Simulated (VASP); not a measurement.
# InP (F-43m) in VASP: G0W0 quasiparticle levels with PBE

Aim: the G0W0 quasiparticle levels of InP with PBE.

Program: VASP 6.6.1. These are calculated values, not measurements. Logs are shortened: lines on timing, memory, paths and dates and some standing lists are left out, and cuts for length are marked.

**1. The cell of the first run**

The structure is cubic, space group F-43m (No. 216). Conventional cell: a = 5.908 Å, b = 5.908 Å, c = 5.908 Å, α = 90.00°, β = 90.00°, γ = 90.00°. Within 3.4 Å of In (site symmetry -43m) lie 4 P at 2.56 Å. P (site symmetry -43m) has 4 In at 2.56 Å within 3.4 Å.

**2. G0W0 quasiparticle levels, PBE**

Input file POSCAR:

```
InP
1.0
    0.0000000000      2.9538133435      2.9538133435
    2.9538133435      0.0000000000      2.9538133435
    2.9538133435      2.9538133435      0.0000000000
In P
1 1
Direct
    0.0000000000      0.0000000000      0.0000000000
    0.2500000000      0.2500000000      0.2500000000
```

Input file INCAR.step1:

```
PREC = Accurate
ENCUT = 500
EDIFF = 1E-8
ISMEAR = 0
SIGMA = 0.01
LREAL = False
LASPH = True
NELM = 100
ALGO = Normal
LWAVE = True
LCHARG = False
GGA = PE
```

Input file INCAR.step2:

```
PREC = Accurate
ENCUT = 500
EDIFF = 1E-8
ISMEAR = 0
SIGMA = 0.01
LREAL = False
LASPH = True
NELM = 1
ALGO = Exact
LWAVE = True
LCHARG = False
GGA = PE
NBANDS = 39
LOPTICS = True
ISTART = 1
```

Input file INCAR.step3:

```
PREC = Accurate
ENCUT = 500
EDIFF = 1E-8
ISMEAR = 0
SIGMA = 0.01
LREAL = False
LASPH = True
ALGO = EVGW0
LWAVE = False
LCHARG = False
GGA = PE
NELMGW = 1
NBANDS = 39
ENCUTGW = 60
NOMEGA = 48
PRECFOCK = Fast
ISTART = 1
NBANDSGW = 17
```

Input file KPOINTS:

```
Automatic mesh
0
Gamma
  4 4 4
```

Potentials or basis: VASP PAW PBE potentials, release 64 (In_d_GW, P_GW).

Launch:

```sh
$ cat potpaw_PBE.64/In_d_GW/POTCAR potpaw_PBE.64/P_GW/POTCAR > POTCAR
$ cp INCAR.step1 INCAR
$ mpirun -np 1 vasp_std > vasp.out
$ cp INCAR.step2 INCAR
$ mpirun -np 1 vasp_std > vasp.out
$ cp INCAR.step3 INCAR
$ mpirun -np 1 vasp_std > vasp.out
```

OUTCAR:

```text
PREC = Accurate
   ENCUT = 500
   EDIFF = 1E-8
   ISMEAR = 0
   LREAL = False
   LASPH = True
   GGA = PE
   NELMGW = 1
   ENCUTGW = 60
   PRECFOCK = Fast
   ISTART = 1

 ion  position               nearest neighbor table
   1  0.000  0.000  0.000-   2 2.56   2 2.56   2 2.56   2 2.56
   2  0.250  0.250  0.250-   1 2.56   1 2.56   1 2.56   1 2.56

  LATTYP: Found a face centered cubic cell.
 ALAT       =     5.9076266870

  Lattice vectors:

 A1 = (   0.0000000000,   2.9538133435,   2.9538133435)
 A2 = (   2.9538133435,   0.0000000000,   2.9538133435)
 A3 = (   2.9538133435,   2.9538133435,   0.0000000000)

Analysis of symmetry for initial positions (statically):
=====================================================================
 Subroutine PRICEL returns:
 Original cell was already a primitive cell.

 Routine SETGRP: Setting up the symmetry group for a
 face centered cubic supercell.

 Subroutine GETGRP returns: Found 24 space group operations
 (whereof 24 operations were pure point group operations)
 out of a pool of 48 trial point group operations.

The static configuration has the point symmetry T_d .

Analysis of symmetry for dynamics (positions and initial velocities):
=====================================================================
 Subroutine PRICEL returns:
 Original cell was already a primitive cell.

 Routine SETGRP: Setting up the symmetry group for a
 face centered cubic supercell.

 Subroutine GETGRP returns: Found 24 space group operations
 (whereof 24 operations were pure point group operations)
 out of a pool of 48 trial point group operations.

The dynamic configuration has the point symmetry T_d .

 Subroutine INISYM returns: Found 24 space group operations
 (whereof 24 operations are pure point group operations),
 and found     1 'primitive' translations

----------------------------------------------------------------------------------------

                                     Primitive cell

  volume of cell :      51.5441

  direct lattice vectors                    reciprocal lattice vectors
     0.000000000  2.953813343  2.953813343    -0.169272714  0.169272714  0.169272714
     2.953813343  0.000000000  2.953813343     0.169272714 -0.169272714  0.169272714
     2.953813343  2.953813343  0.000000000     0.169272714  0.169272714 -0.169272714

  length of vectors
     4.177322891  4.177322891  4.177322891     0.293188940  0.293188940  0.293188940

  position of ions in fractional coordinates (direct lattice)
     0.000000000  0.000000000  0.000000000
     0.250000000  0.250000000  0.250000000

  ion indices of the primitive-cell ions
   primitive index   ion index
                 1           1
                 2           2

----------------------------------------------------------------------------------------

 KPOINTS: Automatic mesh

Automatic generation of k-mesh.
 Grid dimensions read from file:
 generate k-points for:    4    4    4

 Generating k-lattice:

  Cartesian coordinates                     Fractional coordinates (reciprocal lattice)
    -0.042318178  0.042318178  0.042318178     0.250000000  0.000000000  0.000000000
     0.042318178 -0.042318178  0.042318178     0.000000000  0.250000000  0.000000000
     0.042318178  0.042318178 -0.042318178     0.000000000  0.000000000  0.250000000

  Length of vectors
     0.073297235  0.073297235  0.073297235

  Shift w.r.t. Gamma in fractional coordinates (k-lattice)
     0.000000000  0.000000000  0.000000000

 Subroutine IBZKPT returns following result:
 ===========================================

 Found      8 irreducible k-points:

 Following reciprocal coordinates:
            Coordinates               Weight
  0.000000  0.000000  0.000000      1.000000
  0.250000  0.000000  0.000000      8.000000
  0.500000  0.000000  0.000000      4.000000
  0.250000  0.250000  0.000000      6.000000
  0.500000  0.250000  0.000000     24.000000
 -0.250000  0.250000  0.000000     12.000000
  0.500000  0.500000  0.000000      3.000000
 -0.250000  0.500000  0.250000      6.000000
   k-points           NKPTS =      8   k-points in BZ     NKDIM =     64   number of bands    NBANDS=     39
   number of dos      NEDOS =    301   number of ions     NIONS =      2
   total plane-waves  NPLWV =  27000
   dimension x,y,z NGX =    30 NGY =   30 NGZ =   30
   dimension x,y,z NGXF=    60 NGYF=   60 NGZF=   60
   ions per type =               1   1
   NGX,Y,Z   is equivalent  to a cutoff of  11.94, 11.94, 11.94 a.u.
   NGXF,Y,Z  is equivalent  to a cutoff of  23.88, 23.88, 23.88 a.u.
 SYSTEM =  unknown system
   PREC   = accura    normal or accurate (medium, high low for compatibility)
   ISTART =      1    job   : 0-new  1-cont  2-samecut
   ICHARG =      0    charge: 1-file 2-atom 10-const
   ISPIN  =      1    spin polarized calculation?
   LNONCOLLINEAR =      F non collinear calculations
   LSORBIT =      F    spin-orbit coupling
   LASPH  =      T    aspherical Exc in radial PAW
   ENCUT  =  500.0 eV  36.75 Ry    6.06 a.u.   7.62  7.62  7.62*2*pi/ulx,y,z
   NELM   =     60;   NELMIN=  2; NELMDL=  0     # of ELM steps
   EDIFF  = 0.1E-07   stopping-criterion for ELM
   LREAL  =      F    real-space projection
   EDIFFG = 0.1E-06   stopping-criterion for IOM
   NSW    =      0    number of steps for IOM
   IBRION =     -1    ionic relax: 0-MD 1-quasi-New 2-CG
   NFREE  =      0    steps in history (QN), initial steepest desc. (CG)
   ISIF   =      0    stress and relaxation
   ISYM   =      3    0-nonsym 1-usesym 2-fastsym
   POTIM  = 0.5000    time-step for ionic-motion
   TEBEG  =    0.0;   TEEND  =   0.0 temperature during run
   PSTRESS=    0.0 pullay stress
   NELECT =      18.0000    total number of electrons
   NUPDOWN=      -1.0000    fix difference up-down
   EMIN   =  10.00;   EMAX   =-10.00  energy-range for DOS
   EFERMI =   0.00;   METHOD = LEGACY
   ISMEAR =     0;   SIGMA  =   0.01  broadening in eV -4-tet -1-fermi 0-gaus
   EFERMI_NEDOS =   21; number of points for ismear=-14 and -15
   IALGO  =     38    algorithm
   IMIX   =      4    mixing-type and parameters
     AMIX     =   0.40;   BMIX     =  1.00
     AMIX_MAG =   1.60;   BMIX_MAG =  1.00
  volume/ion in A,a.u.               =      25.77       173.92
  Fermi-wavevector in a.u.,A,eV,Ry     =   1.152850  2.178570 18.082986  1.329062
  Thomas-Fermi vector in A             =   2.289498
   LORBIT       =      0    0 simple, 1 ext, 2 COOP (PROOUT), +10 PAW based schemes
   GGA     = PE    functional components
   LHFCALC =     T    Hartree Fock is set to
   PRECFOCK=fast      Normal, Fast or Accurate (Low or Medium for compatibility)
   ENCUT4O =  -1.0   cutoff for four orbital integrals eV
   NKREDX  =     1    reduce k-point grid by
   NKREDY  =     1    reduce k-point grid by
   NKREDZ  =     1    reduce k-point grid by
   AEXX    =    1.0000 exact exchange contribution
   HFSCREEN=    0.0000 screening length (either q_TF or 0.3 A-1)
   HFSCREENC=   0.0000 screening length for correlation (either q_TF or 0.3 A-1)
   ENCUTFOCK=  -1.0 apply spherical cutoff to Coloumb kernel
   IVDW    =     0    specifies the selected vdW correction
   LEPSILON=     F    determine dielectric tensor
   LRPA    =     F    only Hartree local field effects (RPA)
   LRPAFORCE           =     F    calculate RPA forces
   ENCUTGW             =  60.0    cutoff for response function in eV
   ENCUTGWSOFT         =  48.0    soft cutoff for Coulomb kernel in GW response function in eV
   ENCUTLF             =  -1.0    cutoff for local field effects
   NELMGW              =     1    number of iterations in solving QP/BSE equation
   NELMHF              =     1    number of iterations in the inner HF iteration
   NKREDLFX            =     1    NKREDLFY  =   1   NKREDLFZ  =   1
 non-spin polarized calculation
 Gauss-broadening in eV      SIGMA  =   0.01
  energy-cutoff  :      500.00
  volume of cell :       51.54
 maximum number of plane-waves:      1363
  NGX = 18; NGY = 18; NGZ = 18
   NGX = 15   NGY = 15   NGZ = 15
 maximum number of plane-waves:        59
 NGX is ok and might be reduce to    14

 QP shifts <psi_nk| G(iteration)W_0 |psi_nk>: iteration 1
 for sc-GW calculations column KS-energies equals QP-energies in previous step
 and V_xc(KS)=  KS-energies - (<T + V_ion + V_H > + <T+V_H+V_ion>^1  + <V_x>^1)

 k-point   1 :       0.0000    0.0000    0.0000
  band No.  KS-energies  QP-energies   sigma(KS)   V_xc(KS)     V^pw_x(r,r')   Z            occupation Imag(sigma)

      1     -10.4730     -12.0817     -18.9117     -16.6011     -25.3349       0.6962       2.0000       0.2768
      2     -10.4730     -12.0817     -18.9117     -16.6011     -25.3349       0.6962       2.0000       0.2768
      3     -10.4730     -12.0817     -18.9117     -16.6011     -25.3349       0.6962       2.0000       0.2768
      4     -10.3351     -11.9670     -19.0257     -16.6838     -25.3547       0.6968       2.0000       0.2012
      5     -10.3351     -11.9670     -19.0257     -16.6838     -25.3547       0.6968       2.0000       0.2012
      6      -7.6315      -7.6296     -11.2653     -11.2685     -18.1936       0.6022       2.0000       0.9554
[... 9 lines left out ...]
     16      13.0872      13.7724      -9.1882     -10.1220      -4.5204       0.7338       0.0000      -0.2808
     17      14.8449      14.9796      -7.3218      -7.5023      -2.2234       0.7465       0.0000      -0.4693

 k-point   2 :       0.2500    0.0000    0.0000
  band No.  KS-energies  QP-energies   sigma(KS)   V_xc(KS)     V^pw_x(r,r')   Z            occupation Imag(sigma)

      1     -10.5274     -12.0708     -18.7097     -16.4754     -25.2043       0.6908       2.0000       0.2996
      2     -10.4517     -12.0656     -18.9405     -16.6242     -25.3548       0.6968       2.0000       0.2728
      3     -10.4517     -12.0656     -18.9405     -16.6242     -25.3548       0.6968       2.0000       0.2728
      4     -10.3326     -11.9663     -19.0273     -16.6866     -25.3601       0.6980       2.0000       0.2035
      5     -10.3326     -11.9663     -19.0273     -16.6866     -25.3601       0.6980       2.0000       0.2035
      6      -6.9811      -7.0090     -11.6024     -11.5588     -18.2581       0.6375       2.0000       0.9192
[... 9 lines left out ...]
     16      12.8037      12.9004      -7.1472      -7.2771      -2.2952       0.7447       0.0000      -0.3116
     17      15.9377      16.3970      -8.0224      -8.6391      -2.8655       0.7449       0.0000      -0.5552

 k-point   3 :       0.5000    0.0000    0.0000
  band No.  KS-energies  QP-energies   sigma(KS)   V_xc(KS)     V^pw_x(r,r')   Z            occupation Imag(sigma)

      1     -10.5777     -12.0745     -18.5507     -16.3763     -25.1022       0.6883       2.0000       0.3205
      2     -10.4375     -12.0555     -18.9527     -16.6320     -25.3559       0.6972       2.0000       0.2672
      3     -10.4375     -12.0555     -18.9527     -16.6320     -25.3559       0.6972       2.0000       0.2672
      4     -10.3224     -11.9579     -19.0468     -16.7060     -25.3850       0.6986       2.0000       0.2073
      5     -10.3224     -11.9579     -19.0468     -16.7060     -25.3850       0.6986       2.0000       0.2073
      6      -5.9821      -5.9993     -12.1928     -12.1667     -18.5302       0.6598       2.0000       0.8081
[... 9 lines left out ...]
     16      14.2547      15.0220      -9.2226     -10.2590      -4.1587       0.7403       0.0000      -0.4446
     17      15.8605      16.6684      -9.2034     -10.2810      -3.8561       0.7498       0.0000      -0.6478

 k-point   4 :       0.2500    0.2500    0.0000
  band No.  KS-energies  QP-energies   sigma(KS)   V_xc(KS)     V^pw_x(r,r')   Z            occupation Imag(sigma)

      1     -10.5641     -12.0934     -18.6506     -16.4363     -25.1688       0.6906       2.0000       0.3096
      2     -10.4263     -12.0459     -18.9787     -16.6566     -25.3862       0.6975       2.0000       0.2684
      3     -10.4263     -12.0459     -18.9787     -16.6566     -25.3862       0.6975       2.0000       0.2684
      4     -10.3560     -11.9807     -18.9827     -16.6456     -25.3162       0.6952       2.0000       0.2074
      5     -10.3190     -11.9549     -19.0428     -16.7028     -25.3772       0.6991       2.0000       0.2024
      6      -6.7658      -6.7896     -11.6558     -11.6185     -18.2369       0.6404       2.0000       0.9057
[... 37 lines left out ...]
      2     -10.4311     -12.0496     -18.9611     -16.6366     -25.3585       0.6963       2.0000       0.2605
      3     -10.4241     -12.0432     -18.9810     -16.6602     -25.3898       0.6977       2.0000       0.2696
      4     -10.3360     -11.9661     -19.0167     -16.6774     -25.3507       0.6968       2.0000       0.2042
      5     -10.3301     -11.9629     -19.0274     -16.6876     -25.3640       0.6979       2.0000       0.2055
      6      -6.1012      -6.1202     -12.0192     -11.9902     -18.3848       0.6530       2.0000       0.8261
[... 9 lines left out ...]
     16      15.4151      16.2022      -9.3784     -10.4431      -4.0623       0.7393       0.0000      -0.5605
     17      15.7934      16.2228      -7.9561      -8.5289      -2.7813       0.7498       0.0000      -0.5328

 k-point   7 :       0.5000    0.5000    0.0000
  band No.  KS-energies  QP-energies   sigma(KS)   V_xc(KS)     V^pw_x(r,r')   Z            occupation Imag(sigma)

      1     -10.6398     -12.1159     -18.4856     -16.3333     -25.0683       0.6858       2.0000       0.3330
      2     -10.3810     -12.0002     -18.9299     -16.5993     -25.2702       0.6948       2.0000       0.2147
      3     -10.3774     -12.0090     -19.0490     -16.7177     -25.4422       0.6999       2.0000       0.2594
      4     -10.3774     -12.0090     -19.0490     -16.7177     -25.4422       0.6999       2.0000       0.2594
      5     -10.3029     -11.9398     -19.0596     -16.7218     -25.3987       0.7002       2.0000       0.2021
      6      -5.3511      -5.3257     -12.3369     -12.3751     -18.5252       0.6673       2.0000       0.7419
[... 9 lines left out ...]
     16      15.4037      16.1527      -9.3173     -10.3217      -4.2425       0.7457       0.0000      -0.5128
     17      15.4037      16.1527      -9.3173     -10.3217      -4.2425       0.7457       0.0000      -0.5128

 k-point   8 :      -0.2500    0.5000    0.2500
  band No.  KS-energies  QP-energies   sigma(KS)   V_xc(KS)     V^pw_x(r,r')   Z            occupation Imag(sigma)

      1     -10.6084     -12.0777     -18.5060     -16.3622     -25.0979       0.6854       2.0000       0.3346
      2     -10.4183     -12.0418     -18.9887     -16.6596     -25.3817       0.6971       2.0000       0.2574
      3     -10.3851     -12.0092     -19.0076     -16.6827     -25.4009       0.6986       2.0000       0.2580
      4     -10.3533     -11.9804     -19.0052     -16.6667     -25.3449       0.6958       2.0000       0.2102
      5     -10.3211     -11.9535     -19.0331     -16.6948     -25.3703       0.6981       2.0000       0.2041
      6      -5.2800      -5.2559     -12.4722     -12.5083     -18.6515       0.6676       2.0000       0.7307
[... 9 lines left out ...]
     16      15.6120      16.4671      -9.3228     -10.4935      -3.9845       0.7304       0.0000      -0.5475
     17      15.6233      16.0884      -8.6555      -9.2844      -3.3780       0.7394       0.0000      -0.5545
```

It took 1.8 min on 1 thread of Intel Xeon Platinum 8559C (Emerald Rapids), shared host; peak memory 0.56 GiB.

What came out:

```yaml
Band_gap_on_the_k_mesh_mean-field_level: 0.57 eV, direct
Quasiparticle_gap: 1.13 eV
Least_direct_quasiparticle_gap: 1.13 eV
```

Levels at points of the mesh, in eV from the valence-band top:
```csv
k point,band 5,band 6,band 7,band 8,band 9,band 10,band 11,band 12,band 13
"(0.00, 0.00, 0.00)",-14.07,-11.36,0.00,0.00,0.00,0.57,4.06,4.06,4.06
"(0.50, 0.00, 0.00)",-14.05,-9.71,-5.63,-0.94,-0.94,1.42,4.78,4.78,7.04
"(0.50, 0.50, 0.00)",-14.03,-9.08,-5.67,-2.25,-2.25,1.78,2.25,9.08,9.41
```

Caveat: the k points lie up to 0.46 Å⁻¹ apart; bands, screening cutoff and mesh are small and nothing is extrapolated, so the quasiparticle values aren't converged; spin-orbit coupling is left out, which moves the levels of the heavy elements.
